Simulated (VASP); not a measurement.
# SnO (Pm) in VASP: notebook

SnO is run at these levels: PBE; tasks: single point.

Program: VASP 6.6.1. These are calculated values, not measurements. Logs are shortened: lines on timing, memory, paths and dates and some standing lists are left out, and cuts for length are marked.

## 1. The cell of the first run

Symmetry: Pm, No. 6, monoclinic system. Conventional cell: a = 3.868 Å, b = 3.868 Å, c = 5.067 Å, α = 90.00°, β = 90.00°, γ = 90.00°. Sn (site symmetry m) has 4 O at 2.25 to 2.31 Å within 3.0 Å. Sn (site symmetry m) has 4 O at 2.12 to 2.29 Å within 2.8 Å. O (site symmetry m) has 4 Sn at 2.12 to 2.31 Å and 4 O at 2.67 to 2.81 Å within 2.9 Å. O (site symmetry m) has 4 Sn at 2.25 Å and 4 O at 2.67 to 2.81 Å within 3.0 Å.

## 2. Single point, PBE (atom 3 (O) moved by (-0.100, -0.100) A along x and z)

INCAR

```
ALGO = Normal
EDIFF = 1E-6
ENCUT = 520
GGA = PE
ISIF = 2
ISMEAR = 0
LASPH = True
LCHARG = False
LREAL = False
LWAVE = False
NBANDS = 28
NELM = 100
PREC = Accurate
SIGMA = 0.05
```

KPOINTS

```
k-points
0
Gamma
  10 10 8
```

POSCAR

```
SnO
1.0
    3.8681707514      0.0000000000      0.0000000000
    0.0000000000      3.8681707514      0.0000000000
    0.0000000000      0.0000000000      5.0672768981
Sn O
2 2
Direct
    0.0000000000      0.5000000000      0.2287361932
    0.5000000000      0.0000000000      0.7712638068
   -0.0258520129      0.0000000000     -0.0197344653
    0.5000000000      0.5000000000      0.0000000000
```

Potentials or basis: VASP PAW PBE potentials, release 64 (Sn_d, O).

On the command line:

```console
$ cat potpaw_PBE.64/Sn_d/POTCAR potpaw_PBE.64/O/POTCAR > POTCAR
$ mpirun -np 1 vasp_std > vasp.out
```

OUTCAR:

```text
EDIFF = 1E-6
   ENCUT = 520
   GGA = PE
   ISIF = 2
   ISMEAR = 0
   LASPH = True
   LREAL = False
   NELM = 100
   PREC = Accurate

 ion  position               nearest neighbor table
   1  0.000  0.500  0.229-   4 2.25   4 2.25   3 2.31   3 2.31   2 3.59   2 3.59   2 3.59   2 3.59

   2  0.500  0.000  0.771-   3 2.12   4 2.25   4 2.25   3 2.29   1 3.59   1 3.59   1 3.59   1 3.59

   3  0.974  0.000  0.980-   2 2.12   2 2.29   1 2.31   1 2.31
   4  0.500  0.500  0.000-   1 2.25   2 2.25   2 2.25   1 2.25

  LATTYP: Found a simple tetragonal cell.
 ALAT       =     3.8681707514
 C/A-ratio  =     1.3099930752

  Lattice vectors:

 A1 = (   3.8681707514,   0.0000000000,   0.0000000000)
 A2 = (   0.0000000000,   3.8681707514,   0.0000000000)
 A3 = (   0.0000000000,   0.0000000000,   5.0672768981)

Analysis of symmetry for initial positions (statically):
=====================================================================
 Subroutine PRICEL returns:
 Original cell was already a primitive cell.

 Routine SETGRP: Setting up the symmetry group for a
 simple tetragonal supercell.

 Subroutine GETGRP returns: Found  2 space group operations
 (whereof  2 operations were pure point group operations)
 out of a pool of 16 trial point group operations.

The static configuration has the point symmetry C_1h.

Analysis of symmetry for dynamics (positions and initial velocities):
=====================================================================
 Subroutine PRICEL returns:
 Original cell was already a primitive cell.

 Routine SETGRP: Setting up the symmetry group for a
 simple tetragonal supercell.

 Subroutine GETGRP returns: Found  2 space group operations
 (whereof  2 operations were pure point group operations)
 out of a pool of 16 trial point group operations.

The dynamic configuration has the point symmetry C_1h.

 Subroutine INISYM returns: Found  2 space group operations
 (whereof  2 operations are pure point group operations),
 and found     1 'primitive' translations

----------------------------------------------------------------------------------------

                                     Primitive cell

  volume of cell :      75.8204

  direct lattice vectors                    reciprocal lattice vectors
     3.868170751  0.000000000  0.000000000     0.258520129  0.000000000  0.000000000
     0.000000000  3.868170751  0.000000000     0.000000000  0.258520129  0.000000000
     0.000000000  0.000000000  5.067276898     0.000000000  0.000000000  0.197344653

  length of vectors
     3.868170751  3.868170751  5.067276898     0.258520129  0.258520129  0.197344653

  position of ions in fractional coordinates (direct lattice)
     0.000000000  0.500000000  0.228736193
     0.500000000  0.000000000  0.771263807
     0.974147987  0.000000000  0.980265535
     0.500000000  0.500000000  0.000000000

  ion indices of the primitive-cell ions
   primitive index   ion index
                 1           1
                 2           2
                 3           3
                 4           4

----------------------------------------------------------------------------------------

 KPOINTS: k-points

Automatic generation of k-mesh.
 Grid dimensions read from file:
 generate k-points for:   10   10    8

 Generating k-lattice:

  Cartesian coordinates                     Fractional coordinates (reciprocal lattice)
     0.025852013  0.000000000  0.000000000     0.100000000  0.000000000  0.000000000
     0.000000000  0.025852013  0.000000000     0.000000000  0.100000000  0.000000000
     0.000000000  0.000000000  0.024668082     0.000000000  0.000000000  0.125000000

  Length of vectors
     0.025852013  0.025852013  0.024668082

  Shift w.r.t. Gamma in fractional coordinates (k-lattice)
     0.000000000  0.000000000  0.000000000

 Subroutine IBZKPT returns following result:
 ===========================================

 Found    252 irreducible k-points:

 Following reciprocal coordinates:
            Coordinates               Weight
  0.000000  0.000000  0.000000      1.000000
  0.100000  0.000000  0.000000      2.000000
  0.000000  0.100000  0.000000      2.000000
  0.200000  0.000000  0.000000      2.000000
  0.000000  0.200000  0.000000      2.000000
  0.300000  0.000000  0.000000      2.000000
[... 16 lines left out ...]
 -0.200000  0.300000  0.000000      4.000000
  0.400000  0.200000  0.000000      4.000000
 [... further k-points ...]
   k-points           NKPTS =    252   k-points in BZ     NKDIM =    252   number of bands    NBANDS=     28
   number of dos      NEDOS =    301   number of ions     NIONS =      4
   total plane-waves  NPLWV =  36000
   dimension x,y,z NGX =    30 NGY =   30 NGZ =   40
   dimension x,y,z NGXF=    60 NGYF=   60 NGZF=   80
   ions per type =               2   2
   NGX,Y,Z   is equivalent  to a cutoff of  12.89, 12.89, 13.12 a.u.
   NGXF,Y,Z  is equivalent  to a cutoff of  25.79, 25.79, 26.25 a.u.
 SYSTEM =  unknown system
   PREC   = accura    normal or accurate (medium, high low for compatibility)
   ISTART =      0    job   : 0-new  1-cont  2-samecut
   ICHARG =      2    charge: 1-file 2-atom 10-const
   ISPIN  =      1    spin polarized calculation?
   LNONCOLLINEAR =      F non collinear calculations
   LSORBIT =      F    spin-orbit coupling
   LASPH  =      T    aspherical Exc in radial PAW
   ENCUT  =  520.0 eV  38.22 Ry    6.18 a.u.   7.19  7.19  9.42*2*pi/ulx,y,z
   NELM   =    100;   NELMIN=  2; NELMDL= -5     # of ELM steps
   EDIFF  = 0.1E-05   stopping-criterion for ELM
   LREAL  =      F    real-space projection
   EDIFFG = 0.1E-04   stopping-criterion for IOM
   NSW    =      0    number of steps for IOM
   IBRION =     -1    ionic relax: 0-MD 1-quasi-New 2-CG
   NFREE  =      0    steps in history (QN), initial steepest desc. (CG)
   ISIF   =      2    stress and relaxation
   ISYM   =      2    0-nonsym 1-usesym 2-fastsym
   POTIM  = 0.5000    time-step for ionic-motion
   TEBEG  =    0.0;   TEEND  =   0.0 temperature during run
   PSTRESS=    0.0 pullay stress
   NELECT =      40.0000    total number of electrons
   NUPDOWN=      -1.0000    fix difference up-down
   EMIN   =  10.00;   EMAX   =-10.00  energy-range for DOS
   EFERMI =   0.00;   METHOD = LEGACY
   ISMEAR =     0;   SIGMA  =   0.05  broadening in eV -4-tet -1-fermi 0-gaus
   EFERMI_NEDOS =   21; number of points for ismear=-14 and -15
   IALGO  =     38    algorithm
   IMIX   =      4    mixing-type and parameters
     AMIX     =   0.40;   BMIX     =  1.00
     AMIX_MAG =   1.60;   BMIX_MAG =  1.00
  volume/ion in A,a.u.               =      18.96       127.92
  Fermi-wavevector in a.u.,A,eV,Ry     =   1.322816  2.499760 23.808057  1.749843
  Thomas-Fermi vector in A             =   2.452470
   LORBIT       =      0    0 simple, 1 ext, 2 COOP (PROOUT), +10 PAW based schemes
   GGA     = PE    functional components
   LHFCALC =     F    Hartree Fock is set to
   AEXX    =    0.0000 exact exchange contribution
   IVDW    =     0    specifies the selected vdW correction
   LEPSILON=     F    determine dielectric tensor
   LRPA    =     F    only Hartree local field effects (RPA)
 non-spin polarized calculation
 Gauss-broadening in eV      SIGMA  =   0.05
  energy-cutoff  :      520.00
  volume of cell :       75.82
 maximum number of plane-waves:      2060
 NGX is ok and might be reduce to    30
   NGX = 15   NGY = 15   NGZ = 19

 number of electron      39.9999989 magnetization

 Free energy of the ion-electron system (eV)
  ---------------------------------------------------
  ext. energy  EPLUGINS =         0.00000000
  ---------------------------------------------------
  free energy    TOTEN  =       -22.64608659 eV

  energy without entropy =      -22.64608659  energy(sigma->0) =      -22.64608659

 E-fermi :   6.4030     XC(G=0):  -9.8222

 val. band max:        6.1254417780   @ k =   0.0000   0.1000   0.0000
 cond. band min:       6.6095388014   @ k =   0.5000   0.5000   0.0000
 fundamental gap:      0.4840970234
 Fermi energy:         6.4030200541

 k-point     1 :       0.0000    0.0000    0.0000
  band No.  band energies     occupation
      1     -15.6257      2.00000
      2     -15.2795      2.00000
      3     -15.2783      2.00000
      4     -15.2708      2.00000
      5     -15.2593      2.00000
      6     -15.2452      2.00000
[... 20 lines left out ...]
     27      13.0687      0.00000
     28      13.6447      0.00000

 k-point     2 :       0.1000    0.0000    0.0000
  band No.  band energies     occupation
      1     -15.6197      2.00000
      2     -15.2828      2.00000
      3     -15.2792      2.00000
      4     -15.2714      2.00000
      5     -15.2566      2.00000
      6     -15.2415      2.00000
[... 20 lines left out ...]
     27      13.1672      0.00000
     28      14.4413      0.00000

 k-point     3 :       0.0000    0.1000    0.0000
  band No.  band energies     occupation
      1     -15.6214      2.00000
      2     -15.2957      2.00000
      3     -15.2759      2.00000
      4     -15.2693      2.00000
      5     -15.2525      2.00000
      6     -15.2433      2.00000
[... 20 lines left out ...]
     27      13.3790      0.00000
     28      14.2713      0.00000

 k-point     4 :       0.2000    0.0000    0.0000
  band No.  band energies     occupation
      1     -15.6029      2.00000
      2     -15.3092      2.00000
      3     -15.2798      2.00000
      4     -15.2714      2.00000
      5     -15.2489      2.00000
      6     -15.2323      2.00000
[... 578 lines left out ...]
     27      14.3435      0.00000
     28      14.7488      0.00000

 k-point    23 :      -0.2000    0.3000    0.0000
  band No.  band energies     occupation
      1     -15.5803      2.00000
      2     -15.4264      2.00000
      3     -15.2859      2.00000
      4     -15.2837      2.00000
      5     -15.2283      2.00000
      6     -15.2067      2.00000
[... 20 lines left out ...]
     27      14.2889      0.00000
     28      14.8039      0.00000

 k-point    24 :       0.4000    0.2000    0.0000
  band No.  band energies     occupation
      1     -15.5511      2.00000
      2     -15.4716      2.00000
      3     -15.2894      2.00000
      4     -15.2858      2.00000
      5     -15.2231      2.00000
      6     -15.1912      2.00000
[... 20 lines left out ...]
     27      13.9520      0.00000
     28      14.3987      0.00000

 [... further k-points ...]

------------------------ aborting loop because EDIFF is reached ----------------------------------------

  FORCE on cell =-STRESS in cart. coord.  units (eV):
  Direction    XX          YY          ZZ          XY          YZ          ZX
  --------------------------------------------------------------------------------------
  -------------------------------------------------------------------------------------
  Total        1.0830613     -0.3812481      0.1967492      0.0000000      0.0000000      0.3996653
  in kB       22.8864130     -8.0562393      4.1575506      0.0000000      0.0000000      8.4454183
  external PRESSURE =       6.3292414 kB  Pullay stress =       0.0000000 kB

 VOLUME and BASIS-vectors are now :
 -----------------------------------------------------------------------------
  energy-cutoff  :      520.00
  volume of cell :       75.82
      direct lattice vectors                 reciprocal lattice vectors
     3.868170751  0.000000000  0.000000000     0.258520129  0.000000000  0.000000000
     0.000000000  3.868170751  0.000000000     0.000000000  0.258520129  0.000000000
     0.000000000  0.000000000  5.067276898     0.000000000  0.000000000  0.197344653

 POSITION                                       TOTAL-FORCE (eV/Angst)
 -----------------------------------------------------------------------------------
      0.00000      1.93409      1.15907        -0.099933      0.000000     -0.247672
      1.93409      0.00000      3.90821        -0.425986      0.000000     -0.568232
      3.76817      0.00000      4.96728         0.933358      0.000000      0.787526
      1.93409      1.93409      0.00000        -0.407439      0.000000      0.028378
 -----------------------------------------------------------------------------------
    total drift:                                0.000144      0.000000      0.000199

  FREE ENERGIE OF THE ION-ELECTRON SYSTEM (eV)
  ---------------------------------------------------
  free  energy   TOTEN  =       -22.6460865871 eV

  energy  without entropy=      -22.6460865871  energy(sigma->0) =      -22.64608659
```

Wall time 3.2 min (1 thread of Intel Xeon 6975P-C (Granite Rapids), shared host); peak memory 0.51 GiB.

Results:

* Free energy: -22.6461 eV
* Pressure: 0.6 GPa
* Largest force: 1.221 eV/Å
* Band gap on the k mesh: 0.48 eV (least direct gap 1.91 eV)

Forces on the atoms (eV/Å):
```
Sn  -0.100  0.000 -0.248
Sn  -0.426  0.000 -0.568
O    0.933  0.000  0.788
O   -0.407  0.000  0.028
```

Stress tensor (GPa, compression positive):
```
 2.29  0.00  0.84
 0.00 -0.81  0.00
 0.84  0.00  0.42
```

Levels at points of the mesh, in eV from the valence-band top:
```tsv
k point	band 16	band 17	band 18	band 19	band 20	band 21	band 22	band 23	band 24	band 25
(0.00, 0.00, 0.00)	-5.77	-3.19	-2.98	-2.75	0.00	1.91	4.07	4.77	4.98	5.45
(0.50, 0.00, 0.00)	-4.59	-4.47	-4.15	-2.45	-2.27	3.02	3.49	5.52	5.57	5.80
(0.00, 0.50, 0.00)	-4.72	-4.55	-4.43	-2.35	-2.19	2.73	2.88	5.50	5.68	5.95
(0.50, 0.50, 0.00)	-4.73	-2.30	-2.22	-1.85	-1.56	0.48	0.52	4.45	4.66	6.80
(0.00, 0.00, 0.50)	-3.41	-3.24	-3.01	-2.75	-1.92	1.73	3.18	3.48	3.76	7.60
(0.50, 0.00, 0.50)	-4.82	-4.56	-4.12	-1.73	-1.41	2.45	2.66	5.18	5.60	6.39
(0.00, 0.50, 0.50)	-5.07	-4.60	-4.41	-1.61	-1.34	2.28	2.48	5.55	5.64	6.19
(0.50, 0.50, 0.50)	-5.07	-2.56	-2.39	-2.12	-2.07	2.50	2.62	3.75	3.82	5.44
```

Caveat: the cell differs from its parent crystal (atom 3 (O) moved by (-0.100, -0.100) A along x and z); spin-orbit coupling is left out, which moves the levels of the heavy elements; forces of over 1 eV/Å act on the atoms, so gaps and moduli don't describe the material at rest. A k mesh can miss the band edges.

## 3. Single point, PBE (atom 3 (O) moved by (-0.100, +0.100) A along x and z)

INCAR

```
PREC = Accurate
ENCUT = 520
EDIFF = 1E-6
ISMEAR = 0
SIGMA = 0.05
LREAL = F
LASPH = T
NELM = 100
ALGO = Normal
ISIF = 2
LWAVE = F
LCHARG = F
GGA = PE
NBANDS = 28
```

KPOINTS

```
regular mesh
0
Gamma
  10 10 8
```

POSCAR, as its differences from that of step 2:

```diff
@@ -10,3 +10,3 @@
     0.5000000000      0.0000000000      0.7712638068
-   -0.0258520129      0.0000000000     -0.0197344653
+   -0.0258520129      0.0000000000      0.0197344653
     0.5000000000      0.5000000000      0.0000000000
```

Potentials or basis: VASP PAW PBE potentials, release 64 (Sn_d, O).

On the command line:

```console
$ cat potpaw_PBE.64/Sn_d/POTCAR potpaw_PBE.64/O/POTCAR > POTCAR
$ mpirun -np 1 vasp_std > vasp.out
```

It took 3.1 min on 1 thread of Intel Xeon 6975P-C (Granite Rapids), shared host; peak memory 0.5 GiB.

The run converged. Its results:

| Item | Value |
| --- | --- |
| Free energy | -22.6655 eV |
| Pressure | 0.5 GPa |
| Largest force | 0.802 eV/Å |
| Band gap on the k mesh | 0.48 eV (least direct gap 1.90 eV) |

Forces in eV/Å, atoms in the order of the input:
```
Sn  -0.078  0.000  0.454
Sn  -0.090  0.000  0.186
O    0.540  0.000 -0.592
O   -0.372  0.000 -0.048
```

Stress tensor (GPa, compression positive):
```
-0.60  0.00  0.41
 0.00  1.76  0.00
 0.41  0.00  0.34
```

Levels at points of the mesh, in eV from the valence-band top:
```csv
k point,band 16,band 17,band 18,band 19,band 20,band 21,band 22,band 23,band 24,band 25
"(0.00, 0.00, 0.00)",-5.72,-3.17,-2.99,-2.78,-0.01,1.90,4.05,4.85,4.93,5.45
"(0.50, 0.00, 0.00)",-4.76,-4.64,-4.35,-2.38,-2.21,2.58,3.07,5.60,5.77,5.90
"(0.00, 0.50, 0.00)",-4.57,-4.42,-4.24,-2.43,-2.26,3.17,3.29,5.38,5.51,5.96
"(0.50, 0.50, 0.00)",-4.73,-2.31,-2.23,-1.85,-1.57,0.48,0.51,4.42,4.68,6.79
"(0.00, 0.00, 0.50)",-3.40,-3.22,-3.01,-2.79,-1.93,1.73,3.20,3.44,3.76,7.51
"(0.50, 0.00, 0.50)",-5.03,-4.74,-4.33,-1.63,-1.34,2.28,2.49,5.54,5.94,6.03
"(0.00, 0.50, 0.50)",-4.85,-4.42,-4.25,-1.70,-1.44,2.45,2.63,5.13,5.58,6.46
"(0.50, 0.50, 0.50)",-5.06,-2.56,-2.41,-2.12,-2.08,2.50,2.61,3.74,3.82,5.49
```

Caveat: the cell differs from its parent crystal (atom 3 (O) moved by (-0.100, +0.100) A along x and z); spin-orbit coupling is left out, which moves the levels of the heavy elements. A k mesh can miss the band edges.

(Part 1 of 2 ends here.)
